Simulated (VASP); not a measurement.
# H (Cmce) in VASP: single point with PBEsol

Aim: the single point of H with PBEsol.

Everything below comes from runs of VASP 6.6.1. Logs are shortened: lines on timing, memory, paths and dates and some standing lists are left out, and cuts for length are marked.

**1. The cell of the first run**

It takes space group Cmce (No. 64, orthorhombic). Conventional cell: a = 5.247 Å, b = 5.134 Å, c = 4.142 Å, α = 90.00°, β = 90.00°, γ = 90.00°. Within 1.0 Å of H (site symmetry m) lie 1 H at 0.74 Å.

**2. Single point, PBEsol**

Contents of INCAR:

```
  PREC = Accurate
  ENCUT = 520
  EDIFF = 1E-6
  ISMEAR = 0
  SIGMA = 0.02
  LREAL = F
  LASPH = T
  NELM = 100
  ALGO = Normal
  ISIF = 2
  LWAVE = F
  LCHARG = T
  GGA = PS
  LELF = T
  LVHAR = T
  NBANDS = 10
```

Contents of KPOINTS:

```
regular mesh
0
Gamma
  6 6 6
```

Contents of POSCAR:

```
H
1.0
    2.6234813799     -2.5669048168      0.0000000000
    2.6234813799      2.5669048168      0.0000000000
    0.0000000000      0.0000000000      4.1418180000
H
4
Direct
    0.9532956300      0.0467043700      0.0685088900
    0.4532956300      0.5467043700      0.4314911100
    0.5467043700      0.4532956300      0.5685088900
    0.0467043700      0.9532956300      0.9314911100
```

Potentials or basis: VASP PAW PBE potentials, release 64 (H).

The run is started by

```
cat potpaw_PBE.64/H/POTCAR > POTCAR
mpirun -np 1 vasp_std > vasp.out
```

OUTCAR:

```text
PREC = Accurate
   ENCUT = 520
   EDIFF = 1E-6
   ISMEAR = 0
   LREAL = F
   LASPH = T
   NELM = 100
   ISIF = 2
   GGA = PS

 ion  position               nearest neighbor table
   1  0.953  0.047  0.069-   4 0.74
   2  0.453  0.547  0.431-   3 0.74
   3  0.547  0.453  0.569-   2 0.74
   4  0.047  0.953  0.931-   1 0.74

  LATTYP: Found a base centered orthorhombic cell.
 ALAT       =     5.1338096336
 B/A-ratio  =     1.0220407717
 C/A-ratio  =     0.8067728053

  Lattice vectors:

 A1 = (  -2.6234813799,  -2.5669048168,   0.0000000000)
 A2 = (   2.6234813799,  -2.5669048168,   0.0000000000)
 A3 = (   0.0000000000,   0.0000000000,   4.1418180000)

Analysis of symmetry for initial positions (statically):
=====================================================================
 Subroutine PRICEL returns:
 Original cell was already a primitive cell.

 Routine SETGRP: Setting up the symmetry group for a
 base centered orthorhombic supercell.

 Subroutine GETGRP returns: Found  8 space group operations
 (whereof  4 operations were pure point group operations)
 out of a pool of  8 trial point group operations.

The static configuration has the point symmetry C_2h.
 The point group associated with its full space group is D_2h.

Analysis of symmetry for dynamics (positions and initial velocities):
=====================================================================
 Subroutine PRICEL returns:
 Original cell was already a primitive cell.

 Routine SETGRP: Setting up the symmetry group for a
 base centered orthorhombic supercell.

 Subroutine GETGRP returns: Found  8 space group operations
 (whereof  4 operations were pure point group operations)
 out of a pool of  8 trial point group operations.

The dynamic configuration has the point symmetry C_2h.
 The point group associated with its full space group is D_2h.

 Subroutine INISYM returns: Found  8 space group operations
 (whereof  4 operations are pure point group operations),
 and found     1 'primitive' translations

----------------------------------------------------------------------------------------

                                     Primitive cell

  volume of cell :      55.7839

  direct lattice vectors                    reciprocal lattice vectors
     2.623481380 -2.566904817  0.000000000     0.190586449 -0.194787121  0.000000000
     2.623481380  2.566904817  0.000000000     0.190586449  0.194787121  0.000000000
     0.000000000  0.000000000  4.141818000     0.000000000  0.000000000  0.241439870

  length of vectors
     3.670375306  3.670375306  4.141818000     0.272516453  0.272516453  0.241439870

  position of ions in fractional coordinates (direct lattice)
     0.953295630  0.046704370  0.068508890
     0.453295630  0.546704370  0.431491110
     0.546704370  0.453295630  0.568508890
     0.046704370  0.953295630  0.931491110

  ion indices of the primitive-cell ions
   primitive index   ion index
                 1           1
                 2           2
                 3           3
                 4           4

----------------------------------------------------------------------------------------

 KPOINTS: regular mesh

Automatic generation of k-mesh.
 Grid dimensions read from file:
 generate k-points for:    6    6    6

 Generating k-lattice:

  Cartesian coordinates                     Fractional coordinates (reciprocal lattice)
     0.031764408 -0.032464520  0.000000000     0.166666667  0.000000000  0.000000000
     0.031764408  0.032464520  0.000000000     0.000000000  0.166666667  0.000000000
     0.000000000  0.000000000  0.040239978     0.000000000  0.000000000  0.166666667

  Length of vectors
     0.045419409  0.045419409  0.040239978

  Shift w.r.t. Gamma in fractional coordinates (k-lattice)
     0.000000000  0.000000000  0.000000000

 Subroutine IBZKPT returns following result:
 ===========================================

 Found     52 irreducible k-points:

 Following reciprocal coordinates:
            Coordinates               Weight
  0.000000  0.000000  0.000000      1.000000
  0.166667  0.000000  0.000000      4.000000
  0.333333 -0.000000  0.000000      4.000000
  0.500000 -0.000000  0.000000      2.000000
  0.166667  0.166667  0.000000      2.000000
  0.333333  0.166667  0.000000      4.000000
[... 16 lines left out ...]
  0.333333  0.333333  0.166667      4.000000
  0.500000  0.333333  0.166667      8.000000
 [... further k-points ...]
   k-points           NKPTS =     52   k-points in BZ     NKDIM =     52   number of bands    NBANDS=     10
   number of dos      NEDOS =    301   number of ions     NIONS =      4
   total plane-waves  NPLWV =  25088
   dimension x,y,z NGX =    28 NGY =   28 NGZ =   32
   dimension x,y,z NGXF=    56 NGYF=   56 NGZF=   64
   ions per type =               4
   NGX,Y,Z   is equivalent  to a cutoff of  12.68, 12.68, 12.84 a.u.
   NGXF,Y,Z  is equivalent  to a cutoff of  25.36, 25.36, 25.69 a.u.
 SYSTEM =  unknown system
   PREC   = accura    normal or accurate (medium, high low for compatibility)
   ISTART =      0    job   : 0-new  1-cont  2-samecut
   ICHARG =      2    charge: 1-file 2-atom 10-const
   ISPIN  =      1    spin polarized calculation?
   LNONCOLLINEAR =      F non collinear calculations
   LSORBIT =      F    spin-orbit coupling
   LASPH  =      T    aspherical Exc in radial PAW
   ENCUT  =  520.0 eV  38.22 Ry    6.18 a.u.   6.82  6.82  7.70*2*pi/ulx,y,z
   NELM   =    100;   NELMIN=  2; NELMDL= -5     # of ELM steps
   EDIFF  = 0.1E-05   stopping-criterion for ELM
   LREAL  =      F    real-space projection
   EDIFFG = 0.1E-04   stopping-criterion for IOM
   NSW    =      0    number of steps for IOM
   IBRION =     -1    ionic relax: 0-MD 1-quasi-New 2-CG
   NFREE  =      0    steps in history (QN), initial steepest desc. (CG)
   ISIF   =      2    stress and relaxation
   ISYM   =      2    0-nonsym 1-usesym 2-fastsym
   POTIM  = 0.5000    time-step for ionic-motion
   TEBEG  =    0.0;   TEEND  =   0.0 temperature during run
   PSTRESS=    0.0 pullay stress
   NELECT =       4.0000    total number of electrons
   NUPDOWN=      -1.0000    fix difference up-down
   EMIN   =  10.00;   EMAX   =-10.00  energy-range for DOS
   EFERMI =   0.00;   METHOD = LEGACY
   ISMEAR =     0;   SIGMA  =   0.02  broadening in eV -4-tet -1-fermi 0-gaus
   EFERMI_NEDOS =   21; number of points for ismear=-14 and -15
   IALGO  =     38    algorithm
   IMIX   =      4    mixing-type and parameters
     AMIX     =   0.40;   BMIX     =  1.00
     AMIX_MAG =   1.60;   BMIX_MAG =  1.00
  volume/ion in A,a.u.               =      13.95        94.11
  Fermi-wavevector in a.u.,A,eV,Ry     =   0.680130  1.285259  6.293739  0.462577
  Thomas-Fermi vector in A             =   1.758530
   LORBIT       =      0    0 simple, 1 ext, 2 COOP (PROOUT), +10 PAW based schemes
   GGA     = PS    functional components
   LHFCALC =     F    Hartree Fock is set to
   AEXX    =    0.0000 exact exchange contribution
   IVDW    =     0    specifies the selected vdW correction
   LEPSILON=     F    determine dielectric tensor
   LRPA    =     F    only Hartree local field effects (RPA)
 non-spin polarized calculation
 Gauss-broadening in eV      SIGMA  =   0.02
  energy-cutoff  :      520.00
  volume of cell :       55.78
 maximum number of plane-waves:      1516
   NGX = 13   NGY = 13   NGZ = 15

 number of electron       4.0000002 magnetization

 Free energy of the ion-electron system (eV)
  ---------------------------------------------------
  ext. energy  EPLUGINS =         0.00000000
  ---------------------------------------------------
  free energy    TOTEN  =       -13.04845437 eV

  energy without entropy =      -13.04845437  energy(sigma->0) =      -13.04845437

 E-fermi :  -8.2492     XC(G=0):  -4.8980

 val. band max:       -8.4082038996   @ k =   0.0000   0.0000   0.0000
 cond. band min:       0.7318469112   @ k =   0.5000  -0.0000   0.5000
 fundamental gap:      9.1400508108
 Fermi energy:        -8.2491880177

 k-point     1 :       0.0000    0.0000    0.0000
  band No.  band energies     occupation
      1     -10.2296      2.00000
      2      -8.4082      2.00000
      3       2.8854      0.00000
      4       4.1924      0.00000
      5       4.6527      0.00000
      6       6.7321      0.00000
      7       7.0040      0.00000
      8       8.4666      0.00000
      9      10.5432      0.00000
     10      11.3334      0.00000

 k-point     2 :       0.1667    0.0000    0.0000
  band No.  band energies     occupation
      1     -10.0823      2.00000
      2      -8.4816      2.00000
      3       2.9976      0.00000
      4       3.8183      0.00000
      5       3.9648      0.00000
      6       6.0880      0.00000
      7       7.6592      0.00000
      8       9.5138      0.00000
      9      11.0051      0.00000
     10      11.2307      0.00000

 k-point     3 :       0.3333   -0.0000    0.0000
  band No.  band energies     occupation
      1      -9.6858      2.00000
      2      -8.7333      2.00000
      3       2.6556      0.00000
      4       2.6949      0.00000
      5       4.2960      0.00000
      6       6.2300      0.00000
      7       8.2837      0.00000
      8       8.7518      0.00000
      9      10.2214      0.00000
     10      12.1305      0.00000

 k-point     4 :       0.5000   -0.0000    0.0000
  band No.  band energies     occupation
      1      -9.1742      2.00000
      2      -9.1742      2.00000
      3       2.3159      0.00000
      4       2.3159      0.00000
      5       5.4026      0.00000
      6       5.4026      0.00000
      7       8.7744      0.00000
      8       8.7744      0.00000
      9      10.1819      0.00000
     10      10.1819      0.00000

 k-point     5 :       0.1667    0.1667    0.0000
  band No.  band energies     occupation
      1      -9.9602      2.00000
      2      -8.5124      2.00000
      3       3.1695      0.00000
      4       3.3846      0.00000
      5       3.5581      0.00000
      6       5.5222      0.00000
      7       8.9269      0.00000
      8       9.9230      0.00000
      9      10.5356      0.00000
     10      11.6550      0.00000

 k-point     6 :       0.3333    0.1667    0.0000
  band No.  band energies     occupation
      1      -9.6062      2.00000
      2      -8.6962      2.00000
      3       2.2249      0.00000
      4       2.8478      0.00000
      5       4.1800      0.00000
      6       5.8945      0.00000
      7       7.8725      0.00000
      8       9.0987      0.00000
      9      11.1011      0.00000
     10      11.3144      0.00000
[... 183 lines left out ...]
 k-point    21 :      -0.3333    0.1667    0.1667
  band No.  band energies     occupation
      1      -9.4684      2.00000
      2      -8.7937      2.00000
      3       1.8858      0.00000
      4       2.4214      0.00000
      5       4.2254      0.00000
      6       6.5313      0.00000
      7       7.5421      0.00000
      8       9.8163      0.00000
      9      10.5214      0.00000
     10      11.6840      0.00000

 k-point    22 :      -0.1667    0.1667    0.1667
  band No.  band energies     occupation
      1      -9.8252      2.00000
      2      -8.6296      2.00000
      3       2.2479      0.00000
      4       2.8923      0.00000
      5       4.5931      0.00000
      6       5.8542      0.00000
      7       8.6830      0.00000
      8      10.2080      0.00000
      9      10.6959      0.00000
     10      11.4172      0.00000

 k-point    23 :       0.3333    0.3333    0.1667
  band No.  band energies     occupation
      1      -9.2882      2.00000
      2      -8.7377      2.00000
      3       1.7133      0.00000
      4       2.5119      0.00000
      5       3.4320      0.00000
      6       6.6504      0.00000
      7       6.9748      0.00000
      8       8.6678      0.00000
      9      10.3246      0.00000
     10      10.3875      0.00000

 k-point    24 :       0.5000    0.3333    0.1667
  band No.  band energies     occupation
      1      -9.0208      2.00000
      2      -8.8919      2.00000
      3       1.4159      0.00000
      4       2.2844      0.00000
      5       4.1386      0.00000
      6       5.4480      0.00000
      7       7.5961      0.00000
      8       8.8817      0.00000
      9       9.2971      0.00000
     10       9.6528      0.00000

 [... further k-points ...]
[... 5 lines left out ...]
  --------------------------------------------------------------------------------------
  -------------------------------------------------------------------------------------
  Total       -0.0434625      0.2860826      0.4492047      0.0000000      0.0000000      0.0000000
  in kB       -1.2482943      8.2166201     12.9016745      0.0000000      0.0000000      0.0000000
  external PRESSURE =       6.6233334 kB  Pullay stress =       0.0000000 kB

 VOLUME and BASIS-vectors are now :
 -----------------------------------------------------------------------------
  energy-cutoff  :      520.00
  volume of cell :       55.78
      direct lattice vectors                 reciprocal lattice vectors
     2.623481380 -2.566904817  0.000000000     0.190586449 -0.194787121  0.000000000
     2.623481380  2.566904817  0.000000000     0.190586449  0.194787121  0.000000000
     0.000000000  0.000000000  4.141818000     0.000000000  0.000000000  0.241439870

 POSITION                                       TOTAL-FORCE (eV/Angst)
 -----------------------------------------------------------------------------------
      2.62348     -2.32713      0.28375         0.000000      0.370389      0.438764
      2.62348      0.23977      1.78716         0.000000      0.370389     -0.438764
      2.62348     -0.23977      2.35466         0.000000     -0.370389      0.438764
      2.62348      2.32713      3.85807         0.000000     -0.370389     -0.438764
 -----------------------------------------------------------------------------------
    total drift:                                0.000000     -0.000000      0.000000

  FREE ENERGIE OF THE ION-ELECTRON SYSTEM (eV)
  ---------------------------------------------------
  free  energy   TOTEN  =       -13.0484543683 eV

  energy  without entropy=      -13.0484543683  energy(sigma->0) =      -13.04845437
```

Run time: 37 s. Hardware: 1 thread of Intel Xeon 6975P-C, shared host; peak memory 0.16 GiB.

Results:

```yaml
Free_energy: -13.0485 eV
Pressure: 0.7 GPa
Largest_force: 0.574 eV/Å
Band_gap_on_the_k_mesh: 9.14 eV, indirect (least direct gap 9.76 eV)
```

Forces on the atoms (eV/Å):
```
H    0.000  0.370  0.439
H    0.000  0.370 -0.439
H    0.000 -0.370  0.439
H    0.000 -0.370 -0.439
```

Caveat: the PAW data sets were made with another functional, which shifts forces and pressure a little. A hybrid or GW would open this gap; PBEsol tends to underestimate it.
